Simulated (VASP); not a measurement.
## Hf: single point with PBE

The system is Hf, a slab with vacuum.

```
CELL_PARAMETERS angstrom
3.20476 0.00000 0.00000
-1.60238 2.77541 0.00000
0.00000 0.00000 25.13515
ATOMIC_POSITIONS crystal
Hf 0.33333 0.66667 0.30279
Hf 0.66667 0.33333 0.39701
Hf 0.33333 0.66667 0.50000
Hf 0.66667 0.33333 0.60299
Hf 0.33333 0.66667 0.69721
```

```yaml
Program: VASP 6.6.1
Task: single point
Functional: PBE
Potentials_or_basis: VASP PAW PBE potentials, release 64 (Hf_pv)
Cutoff: 400 eV
k_mesh: 12 × 12 × 1, shifted
Occupations: gaussian, width 0.1 eV
Spin: no spin polarisation
Dipole_correction: yes
Further_INCAR_settings: ALGO = Normal; EDIFF = 1e-06; NBANDS = 33; ISYM = -1; NELMDL = -8
```

```json
{
  "Largest force": "0.051 eV/Å",
  "Band gap on the k mesh": "zero (bands 25 and 26 overlap by 1.51 eV)"
}
```

Forces on the atoms (eV/Å):
```
Hf   0.003 -0.001  0.051
Hf   0.000  0.000 -0.028
Hf  -0.005  0.003  0.000
Hf   0.000  0.000  0.028
Hf   0.003 -0.001 -0.051
```

Levels at points of the mesh, in eV from the Fermi level:
```
           k point  band 23  band 24  band 25  band 26  band 27  band 28
(0.04, 0.04, 0.00)     0.29     0.36     0.86     0.88     1.05     1.13
```

Wall time 16 min on 1 thread of AMD EPYC 9R45 96-Core Processor (Zen 5), on a shared host, peak memory 0.43 GiB.

Caveat: spin-orbit coupling is left out, which moves the levels of the heavy elements.
